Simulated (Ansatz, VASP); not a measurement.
One calculation of BN, two programs

```
B N
1.0
     0.00000    1.80346    1.80346
     1.80346    0.00000    1.80346
     1.80346    1.80346    0.00000
B N
1 1
Direct
  0.00000 0.00000 0.00000
  0.25000 0.25000 0.25000
```

Alike in both runs: functional PBE; dispersion D4; k mesh 8 × 8 × 8; no spin polarisation.

Ansatz relaxed the structure, and its values are those at the end. VASP's run is a single point on that final structure, the one shown.

```csv
,VASP,Ansatz
version,VASP 6.6.1,Ansatz 0.2.0
potentials or method,"VASP PAW PBE potentials, release 64 (B, N), cutoff 600 eV","plane waves, PAW"
occupations,"methfessel-paxton of order 1, width 0.01 eV","cold, width 0.01 eV"
valence electrons in the cell,8,8
```

```tsv
	VASP	Ansatz	Ansatz less VASP
pressure (GPa)	0.0	0.0	+0.03
```
